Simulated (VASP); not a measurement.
# Lu (Pm-3m) in VASP: further runs, part 3 of 3

VASP 6.6.1. The steps go on from the part before.

### 6 Single point, RPBE (volume scaled by 1.12)

File INCAR:

```
PREC = Accurate
ENCUT = 520
EDIFF = 1E-7
ISMEAR = -1
SIGMA = 0.1
LREAL = F
LASPH = T
NELM = 100
ALGO = Normal
ISIF = 2
LWAVE = F
LCHARG = F
GGA = RP
NBANDS = 18
```

File KPOINTS:

```
regular mesh
0
Gamma
  11 11 11
```

File POSCAR:

```
Lu
1.0
    3.3945911545      0.0000000000      0.0000000000
    0.0000000000      3.3945911545      0.0000000000
    0.0000000000      0.0000000000      3.3945911545
Lu
1
Direct
    0.0000000000      0.0000000000      0.0000000000
```

Potentials or basis: VASP PAW PBE potentials, release 64 (Lu).

Started as:

```sh
cat potpaw_PBE.64/Lu/POTCAR > POTCAR
mpirun -np 1 vasp_std > vasp.out
```

OUTCAR:

```text
PREC = Accurate
   ENCUT = 520
   EDIFF = 1E-7
   ISMEAR = -1
   LREAL = F
   LASPH = T
   NELM = 100
   ISIF = 2
   GGA = RP

 ion  position               nearest neighbor table
   1  0.000  0.000  0.000-

  LATTYP: Found a simple cubic cell.
 ALAT       =     3.3945911545

  Lattice vectors:

 A1 = (   3.3945911545,   0.0000000000,   0.0000000000)
 A2 = (   0.0000000000,   3.3945911545,   0.0000000000)
 A3 = (   0.0000000000,   0.0000000000,   3.3945911545)

Analysis of symmetry for initial positions (statically):
=====================================================================
 Subroutine PRICEL returns:
 Original cell was already a primitive cell.

 Routine SETGRP: Setting up the symmetry group for a
 simple cubic supercell.

 Subroutine GETGRP returns: Found 48 space group operations
 (whereof 48 operations were pure point group operations)
 out of a pool of 48 trial point group operations.

The static configuration has the point symmetry O_h .

Analysis of symmetry for dynamics (positions and initial velocities):
=====================================================================
 Subroutine PRICEL returns:
 Original cell was already a primitive cell.

 Routine SETGRP: Setting up the symmetry group for a
 simple cubic supercell.

 Subroutine GETGRP returns: Found 48 space group operations
 (whereof 48 operations were pure point group operations)
 out of a pool of 48 trial point group operations.

The dynamic configuration has the point symmetry O_h .

 Subroutine INISYM returns: Found 48 space group operations
 (whereof 48 operations are pure point group operations),
 and found     1 'primitive' translations

----------------------------------------------------------------------------------------

                                     Primitive cell

  volume of cell :      39.1167

  direct lattice vectors                    reciprocal lattice vectors
     3.394591155  0.000000000  0.000000000     0.294586286  0.000000000  0.000000000
     0.000000000  3.394591155  0.000000000     0.000000000  0.294586286  0.000000000
     0.000000000  0.000000000  3.394591155     0.000000000  0.000000000  0.294586286

  length of vectors
     3.394591155  3.394591155  3.394591155     0.294586286  0.294586286  0.294586286

  position of ions in fractional coordinates (direct lattice)
     0.000000000  0.000000000  0.000000000

  ion indices of the primitive-cell ions
   primitive index   ion index
                 1           1

----------------------------------------------------------------------------------------

 KPOINTS: regular mesh

Automatic generation of k-mesh.
 Grid dimensions read from file:
 generate k-points for:   11   11   11

 Generating k-lattice:

  Cartesian coordinates                     Fractional coordinates (reciprocal lattice)
     0.026780571  0.000000000  0.000000000     0.090909091  0.000000000  0.000000000
     0.000000000  0.026780571  0.000000000     0.000000000  0.090909091  0.000000000
     0.000000000  0.000000000  0.026780571     0.000000000  0.000000000  0.090909091

  Length of vectors
     0.026780571  0.026780571  0.026780571

  Shift w.r.t. Gamma in fractional coordinates (k-lattice)
     0.000000000  0.000000000  0.000000000

 Subroutine IBZKPT returns following result:
 ===========================================

 Found     56 irreducible k-points:

 Following reciprocal coordinates:
            Coordinates               Weight
  0.000000  0.000000  0.000000      1.000000
  0.090909  0.000000  0.000000      6.000000
  0.181818  0.000000  0.000000      6.000000
  0.272727  0.000000  0.000000      6.000000
  0.363636  0.000000  0.000000      6.000000
  0.454545  0.000000  0.000000      6.000000
[... 16 lines left out ...]
  0.181818  0.090909  0.090909     24.000000
  0.272727  0.090909  0.090909     24.000000
 [... further k-points ...]
   k-points           NKPTS =     56   k-points in BZ     NKDIM =     56   number of bands    NBANDS=     18
   number of dos      NEDOS =    301   number of ions     NIONS =      1
   total plane-waves  NPLWV =  21952
   dimension x,y,z NGX =    28 NGY =   28 NGZ =   28
   dimension x,y,z NGXF=    56 NGYF=   56 NGZF=   56
   ions per type =               1
   NGX,Y,Z   is equivalent  to a cutoff of  13.71, 13.71, 13.71 a.u.
   NGXF,Y,Z  is equivalent  to a cutoff of  27.43, 27.43, 27.43 a.u.
 SYSTEM =  unknown system
   PREC   = accura    normal or accurate (medium, high low for compatibility)
   ISTART =      0    job   : 0-new  1-cont  2-samecut
   ICHARG =      2    charge: 1-file 2-atom 10-const
   ISPIN  =      1    spin polarized calculation?
   LNONCOLLINEAR =      F non collinear calculations
   LSORBIT =      F    spin-orbit coupling
   LASPH  =      T    aspherical Exc in radial PAW
   ENCUT  =  520.0 eV  38.22 Ry    6.18 a.u.   6.31  6.31  6.31*2*pi/ulx,y,z
   NELM   =    100;   NELMIN=  2; NELMDL= -5     # of ELM steps
   EDIFF  = 0.1E-06   stopping-criterion for ELM
   LREAL  =      F    real-space projection
   EDIFFG = 0.1E-05   stopping-criterion for IOM
   NSW    =      0    number of steps for IOM
   IBRION =     -1    ionic relax: 0-MD 1-quasi-New 2-CG
   NFREE  =      0    steps in history (QN), initial steepest desc. (CG)
   ISIF   =      2    stress and relaxation
   ISYM   =      2    0-nonsym 1-usesym 2-fastsym
   POTIM  = 0.5000    time-step for ionic-motion
   TEBEG  =    0.0;   TEEND  =   0.0 temperature during run
   PSTRESS=    0.0 pullay stress
   NELECT =      25.0000    total number of electrons
   NUPDOWN=      -1.0000    fix difference up-down
   EMIN   =  10.00;   EMAX   =-10.00  energy-range for DOS
   EFERMI =   0.00;   METHOD = LEGACY
   ISMEAR =    -1;   SIGMA  =   0.10  broadening in eV -4-tet -1-fermi 0-gaus
   EFERMI_NEDOS =   21; number of points for ismear=-14 and -15
   IALGO  =     38    algorithm
   IMIX   =      4    mixing-type and parameters
     AMIX     =   0.40;   BMIX     =  1.00
     AMIX_MAG =   1.60;   BMIX_MAG =  1.00
  volume/ion in A,a.u.               =      39.12       263.97
  Fermi-wavevector in a.u.,A,eV,Ry     =   1.410157  2.664810 27.055753  1.988542
  Thomas-Fermi vector in A             =   2.532139
   LORBIT       =      0    0 simple, 1 ext, 2 COOP (PROOUT), +10 PAW based schemes
   GGA     = RP    functional components
   LHFCALC =     F    Hartree Fock is set to
   AEXX    =    0.0000 exact exchange contribution
   IVDW    =     0    specifies the selected vdW correction
   LEPSILON=     F    determine dielectric tensor
   LRPA    =     F    only Hartree local field effects (RPA)
 non-spin polarized calculation
  energy-cutoff  :      520.00
  volume of cell :       39.12
 maximum number of plane-waves:      1070
 NGX is ok and might be reduce to    28
   NGX = 13   NGY = 13   NGZ = 13

 number of electron      25.0000018 magnetization

 Free energy of the ion-electron system (eV)
  ---------------------------------------------------
  ext. energy  EPLUGINS =         0.00000000
  ---------------------------------------------------
  free energy    TOTEN  =        -3.33848645 eV

  energy without entropy =       -3.27102947  energy(sigma->0) =       -3.30475796

 E-fermi :   1.2423     XC(G=0):  -9.1798

 val. band max:        1.2243613365   @ k =   0.3636   0.0909   0.0909
 cond. band min:       1.2500880569   @ k =   0.0909   0.0909   0.0909
 fundamental gap:      0.0257267203
 Fermi energy:         1.2422596170

 k-point     1 :       0.0000    0.0000    0.0000
  band No.  band energies     occupation
      1     -55.9117      2.00000
      2     -26.3864      2.00000
      3     -26.3864      2.00000
      4     -26.3864      2.00000
      5      -4.5146      2.00000
      6      -4.5146      2.00000
[... 10 lines left out ...]
     17       6.3083      0.00000
     18      10.4147      0.00000

 k-point     2 :       0.0909    0.0000    0.0000
  band No.  band energies     occupation
      1     -55.9108      2.00000
      2     -26.4105      2.00000
      3     -26.3845      2.00000
      4     -26.3845      2.00000
      5      -4.5162      2.00000
      6      -4.5131      2.00000
[... 10 lines left out ...]
     17       6.3257      0.00000
     18       9.6090      0.00000
[... 442 lines left out ...]
 k-point    24 :       0.2727    0.0909    0.0909
  band No.  band energies     occupation
      1     -55.9031      2.00000
      2     -26.5521      2.00000
      3     -26.3947      2.00000
      4     -26.3930      2.00000
      5      -4.5273      2.00000
      6      -4.5228      2.00000
[... 10 lines left out ...]
     17       5.9541      0.00000
     18       8.1573      0.00000

 [... further k-points ...]

------------------------ aborting loop because EDIFF is reached ----------------------------------------

  FORCE on cell =-STRESS in cart. coord.  units (eV):
  Direction    XX          YY          ZZ          XY          YZ          ZX
  --------------------------------------------------------------------------------------
  -------------------------------------------------------------------------------------
  Total       -0.6429911     -0.6429911     -0.6429911     -0.0000000     -0.0000000     -0.0000000
  in kB      -26.3362017    -26.3362017    -26.3362017     -0.0000000     -0.0000000     -0.0000000
  external PRESSURE =     -26.3362017 kB  Pullay stress =       0.0000000 kB

 VOLUME and BASIS-vectors are now :
 -----------------------------------------------------------------------------
  energy-cutoff  :      520.00
  volume of cell :       39.12
      direct lattice vectors                 reciprocal lattice vectors
     3.394591155  0.000000000  0.000000000     0.294586286  0.000000000  0.000000000
     0.000000000  3.394591155  0.000000000     0.000000000  0.294586286  0.000000000
     0.000000000  0.000000000  3.394591155     0.000000000  0.000000000  0.294586286

 POSITION                                       TOTAL-FORCE (eV/Angst)
 -----------------------------------------------------------------------------------
      0.00000      0.00000      0.00000         0.000000      0.000000      0.000000
 -----------------------------------------------------------------------------------
    total drift:                               -0.000000      0.000000     -0.000000

  FREE ENERGIE OF THE ION-ELECTRON SYSTEM (eV)
  ---------------------------------------------------
  free  energy   TOTEN  =        -3.3384864536 eV

  energy  without entropy=       -3.2710294712  energy(sigma->0) =       -3.30475796
```

OSZICAR:

```text
N       E                     dE             d eps       ncg     rms          rms(c)
DAV:   1     0.986212094099E+02    0.98621E+02   -0.10577E+04  2474   0.448E+03
DAV:   2     0.367989785777E+01   -0.94941E+02   -0.93103E+02  2100   0.378E+02
DAV:   3    -0.312587630589E+01   -0.68058E+01   -0.67319E+01  2414   0.758E+01
DAV:   4    -0.342025908893E+01   -0.29438E+00   -0.29296E+00  2930   0.123E+01
DAV:   5    -0.342728179618E+01   -0.70227E-02   -0.70183E-02  2426   0.158E+00    0.293E+00
DAV:   6    -0.336386952242E+01    0.63412E-01   -0.12864E-01  2882   0.437E+00    0.144E+00
DAV:   7    -0.333909320728E+01    0.24776E-01   -0.52213E-02  2794   0.146E+00    0.200E-01
DAV:   8    -0.333816731167E+01    0.92590E-03   -0.62281E-03  3066   0.859E-01    0.115E-01
DAV:   9    -0.333846013681E+01   -0.29283E-03   -0.68665E-04  2222   0.297E-01    0.631E-02
DAV:  10    -0.333848704683E+01   -0.26910E-04   -0.12744E-04  2822   0.116E-01    0.358E-03
DAV:  11    -0.333848738387E+01   -0.33704E-06   -0.50791E-06  2838   0.164E-02    0.826E-03
DAV:  12    -0.333848670306E+01    0.68081E-06   -0.23128E-06  3084   0.157E-02    0.186E-03
DAV:  13    -0.333848641920E+01    0.28386E-06   -0.10031E-07  1704   0.306E-03    0.272E-04
DAV:  14    -0.333848645362E+01   -0.34419E-07   -0.18529E-08  1174   0.171E-03
   1 F= -.33384865E+01 E0= -.33047580E+01  d E =-.674570E-01
```

stdout:

```text
POSCAR found type information on POSCAR Lu
 POSCAR found :  1 types and       1 ions
 scaLAPACK will be used
 -----------------------------------------------------------------------------
|                                                                             |
|                                                                             |
|     You enforced a specific xc type in the INCAR file but a different       |
|     I HOPE YOU KNOW WHAT YOU ARE DOING!                                     |
|                                                                             |
 -----------------------------------------------------------------------------

 LDA part: xc-table for (Slater+PW92), standard interpolation
 POSCAR, INCAR and KPOINTS ok, starting setup
 FFT: planning ... GRIDC
 FFT: planning ... GRID_SOFT
 FFT: planning ... GRID
 WAVECAR not read
 entering main loop
```

Wall time 32 s (1 thread of Intel Xeon Platinum 8488C (Sapphire Rapids), shared host); peak memory 0.19 GiB.

What came out:

```
Free energy : -3.3385 eV
Pressure    : -2.6 GPa
```

Caveat: the PAW data sets were made with another functional, which shifts forces and pressure a little; spin-orbit coupling is left out, which moves the levels of the heavy elements.

### 7 Overview

```tsv
cell	gap on the mesh (eV)	pressure (GPa)
a = 3.132 Å, 1 atom	none	4.2
a = 3.225 Å, 1 atom	none	1.1
a = 3.269 Å, 1 atom	none	-0.1
a = 3.312 Å, 1 atom	none	-1.0
a = 3.395 Å, 1 atom	none	-2.6
```

Alike in all rows: task single point; level RPBE; potentials or basis VASP PAW PBE potentials, release 64 (Lu); no spin polarisation; k mesh 11 × 11 × 11; cutoff (eV) 520; smearing fermi-dirac 0.1 eV.

Caveats: the PAW data sets were made with another functional, which shifts forces and pressure a little; spin-orbit coupling is left out, which moves the levels of the heavy elements.

Absolute energies hang on the potentials; compare differences alone.
